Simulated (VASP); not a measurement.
# Sn in VASP: a series of runs, part 2 of 2

VASP 6.6.1. Earlier steps stand in the parts before.

### Step 3. Single point, PBEsol, non-collinear spin, zero start, spin-orbit coupling

This run uses another cell than the first one, of 27.20 Å³/atom, 0.962 times its volume.

INCAR reads:

```
SYSTEM = Sn
  PREC = Accurate
  ENCUT = 520
  EDIFF = 1E-6
  ISMEAR = -1
  SIGMA = 0.05
  LREAL = .FALSE.
  LASPH = .TRUE.
  NELM = 150
  ALGO = Fast
  ISIF = 2
  LWAVE = .FALSE.
  LCHARG = .FALSE.
  MAGMOM = 0 0 0
  LORBIT = 11
  LSORBIT = .TRUE.
  GGA_COMPAT = .FALSE.
  LORBMOM = .TRUE.
  GGA = PS
  NBANDS = 25
```

KPOINTS reads:

```
Automatic mesh
0
G
  10 10 10
  0 0 0
```

POSCAR reads:

```
Sn
1.0
   -1.8946518192      1.8946518192      1.8946518192
    1.8946518192     -1.8946518192      1.8946518192
    1.8946518192      1.8946518192     -1.8946518192
Sn
1
Direct
    0.0000000000      0.0000000000      0.0000000000
```

Potentials or basis: VASP PAW PBE potentials, release 64 (Sn_d).

Started as:

```console
> cat potpaw_PBE.64/Sn_d/POTCAR > POTCAR
> mpirun -np 1 vasp_ncl > vasp.out
```

OUTCAR:

```text
SYSTEM = Sn
   PREC = Accurate
   ENCUT = 520
   EDIFF = 1E-6
   ISMEAR = -1
   LREAL = .FALSE.
   LASPH = .TRUE.
   NELM = 150
   ISIF = 2
   LORBIT = 11
   LSORBIT = .TRUE.
   GGA = PS

 ion  position               nearest neighbor table
   1  0.000  0.000  0.000-

  LATTYP: Found a body centered cubic cell.
 ALAT       =     3.7893036384

  Lattice vectors:

 A1 = (  -1.8946518192,   1.8946518192,   1.8946518192)
 A2 = (   1.8946518192,  -1.8946518192,   1.8946518192)
 A3 = (   1.8946518192,   1.8946518192,  -1.8946518192)

Analysis of symmetry for initial positions (statically):
=====================================================================
 Subroutine PRICEL returns:
 Original cell was already a primitive cell.

 Routine SETGRP: Setting up the symmetry group for a
 body centered cubic supercell.

 Subroutine GETGRP returns: Found 48 space group operations
[... 9 lines left out ...]

 Routine SETGRP: Setting up the symmetry group for a
 body centered cubic supercell.

 Subroutine GETGRP returns: Found 48 space group operations
 (whereof 48 operations were pure point group operations)
 out of a pool of 48 trial point group operations.

The dynamic configuration has the point symmetry O_h .

Analysis of structural, dynamic, and magnetic symmetry:
[... 866 lines left out ...]
  FREE ENERGIE OF THE ION-ELECTRON SYSTEM (eV)
  ---------------------------------------------------
  free  energy   TOTEN  =        -4.2682502261 eV

  energy  without entropy=       -4.2621076826  energy(sigma->0) =       -4.26517895

 orbital moment (x)

 # of ion     p       d       tot
 ----------------------------------------
  1         0.000  -0.000  -0.000
 ----------------------------------------
            0.000  -0.000  -0.000

 orbital moment (y)

 # of ion     p       d       tot
 ----------------------------------------
  1         0.000  -0.000  -0.000
 ----------------------------------------
            0.000  -0.000  -0.000

 orbital moment (z)

 # of ion     p       d       tot
 ----------------------------------------
  1         0.000   0.000   0.000
 ----------------------------------------
            0.000   0.000   0.000

 Spin-Orbit-Coupling matrix elements

 Ion:    1  E_soc:     -0.1120432
 l=   1
     0.0000000    -0.0125013    -0.0125013
    -0.0125013     0.0000000    -0.0125013
    -0.0125013    -0.0125013     0.0000000
 l=   2
     0.0000000    -0.0012231     0.0000000    -0.0012231    -0.0049495
    -0.0012231     0.0000000    -0.0037121    -0.0012231    -0.0012374
     0.0000000    -0.0037121     0.0000000    -0.0037121     0.0000000
    -0.0012231    -0.0012231    -0.0037121     0.0000000    -0.0012374
    -0.0049495    -0.0012374     0.0000000    -0.0012374     0.0000000
 l=   3
     0.0000000     0.0000000     0.0000000     0.0000000     0.0000000     0.0000000     0.0000000
     0.0000000     0.0000000     0.0000000     0.0000000     0.0000000     0.0000000     0.0000000
     0.0000000     0.0000000     0.0000000     0.0000000     0.0000000     0.0000000     0.0000000
     0.0000000     0.0000000     0.0000000     0.0000000     0.0000000     0.0000000     0.0000000
     0.0000000     0.0000000     0.0000000     0.0000000     0.0000000     0.0000000     0.0000000
     0.0000000     0.0000000     0.0000000     0.0000000     0.0000000     0.0000000     0.0000000
     0.0000000     0.0000000     0.0000000     0.0000000     0.0000000     0.0000000     0.0000000

 total charge

# of ion       s       p       d       tot
------------------------------------------
    1        1.281   0.891   9.974  12.146

 magnetization (x)

# of ion       s       p       d       tot
------------------------------------------
    1       -0.000   0.000  -0.000  -0.000

 magnetization (y)

# of ion       s       p       d       tot
------------------------------------------
    1        0.000   0.000  -0.000  -0.000

 magnetization (z)

# of ion       s       p       d       tot
------------------------------------------
    1       -0.000   0.000  -0.000  -0.000
```

OSZICAR:

```text
N       E                     dE             d eps       ncg     rms          rms(c)
DAV:   1     0.116393831140E+03    0.11639E+03   -0.67723E+03  2455   0.173E+03
DAV:   2     0.955829894551E+01   -0.10684E+03   -0.10303E+03  2382   0.421E+02
DAV:   3    -0.383770746684E+01   -0.13396E+02   -0.13261E+02  2707   0.124E+02
DAV:   4    -0.427337027999E+01   -0.43566E+00   -0.43525E+00  2815   0.242E+01
DAV:   5    -0.428882368193E+01   -0.15453E-01   -0.15453E-01  3494   0.433E+00    0.143E+00
RMM:   6    -0.427293184448E+01    0.15892E-01   -0.17497E-02  2937   0.184E+00    0.807E-01
RMM:   7    -0.426856134252E+01    0.43705E-02   -0.83879E-03  2935   0.113E+00    0.482E-01
RMM:   8    -0.426835476321E+01    0.20658E-03   -0.10315E-03  3203   0.307E-01    0.687E-02
RMM:   9    -0.426823995636E+01    0.11481E-03   -0.35498E-04  3260   0.326E-01    0.159E-02
RMM:  10    -0.426824966153E+01   -0.97052E-05   -0.11525E-04  3597   0.109E-01    0.187E-02
RMM:  11    -0.426824994174E+01   -0.28021E-06   -0.15713E-05  3515   0.509E-02    0.793E-03
RMM:  12    -0.426825022609E+01   -0.28434E-06   -0.52488E-06  2978   0.256E-02
   1 F= -.42682502E+01 E0= -.42651790E+01  d E =-.614254E-02  mag=     0.0000    -0.0000    -0.0000
```

Wall time 26 s (1 thread of Intel Xeon 6975P-C (Granite Rapids), shared host); peak memory 0.21 GiB.

What came out:

```yaml
Free_energy: -4.2683 eV
Pressure: -2.3 GPa
Net_moment: 0.00 μB per cell
Valence_electrons_inside_the_program's_atomic_spheres: Sn 12.15
```

Moments on the atoms (μB; x, y, z):
```
Sn  0.00 0.00 0.00
```

Caveat: the PAW data sets were made with another functional, which shifts forces and pressure a little.
